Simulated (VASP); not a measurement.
Input of a VASP 6.6.1 run:

POSCAR

```
CdS
1.0
    4.2035791552      0.0000000000      0.0000000000
   -2.1017895776      3.6404063352      0.0000000000
    0.0000000000      0.0000000000      5.7257285545
Cd S
1 1
Direct
    0.0000000000      0.0000000000      0.4426919200
    0.6666666667      0.3333333333      0.4343080800
```

INCAR.step1

```
SYSTEM = CdS
  PREC = Accurate
  ENCUT = 520
  EDIFF = 1E-5
  ISMEAR = -1
  SIGMA = 0.05
  LREAL = .False.
  LASPH = .True.
  NELM = 80
  ALGO = Normal
  ISIF = 2
  LWAVE = .True.
  LCHARG = .False.
  NBANDS = 16
  GGA = PE
```

File INCAR.step2:

```
SYSTEM = CdS
  PREC = Accurate
  ENCUT = 520
  EDIFF = 1E-7
  ISMEAR = -1
  SIGMA = 0.05
  LREAL = .False.
  LASPH = .True.
  NELM = 80
  ALGO = Normal
  ISIF = 2
  LWAVE = .False.
  LCHARG = .False.
  GGA = PE
  LHFCALC = .True.
  HFSCREEN = 0.2079
  PRECFOCK = Normal
  NBANDS = 16
  ISTART = 1
```

KPOINTS

```
Automatic mesh
0
Gamma
  4 4 4
  0 0 0
```

Potentials or basis: VASP PAW PBE potentials, release 64 (Cd, S).

Run with:

```sh
$ cat potpaw_PBE.64/Cd/POTCAR potpaw_PBE.64/S/POTCAR > POTCAR
$ cp INCAR.step1 INCAR
$ mpirun -np 1 vasp_std > vasp.out
$ cp INCAR.step2 INCAR
$ mpirun -np 1 vasp_std > vasp.out
```

Q: What does it give for the pressure?

A: 0.7 GPa.

Q: Estimate the band gap on the k mesh.

A: 2.57 eV, indirect (least direct gap 2.58 eV).

Stress tensor (GPa, compression positive):
```
1.07 0.00 0.00
0.00 1.07 0.00
0.00 0.00 0.02
```

Caveat: the k points lie up to 0.43 Å⁻¹ apart; the PAW data sets were made with another functional, which shifts forces and pressure a little. A k mesh can miss the band edges.
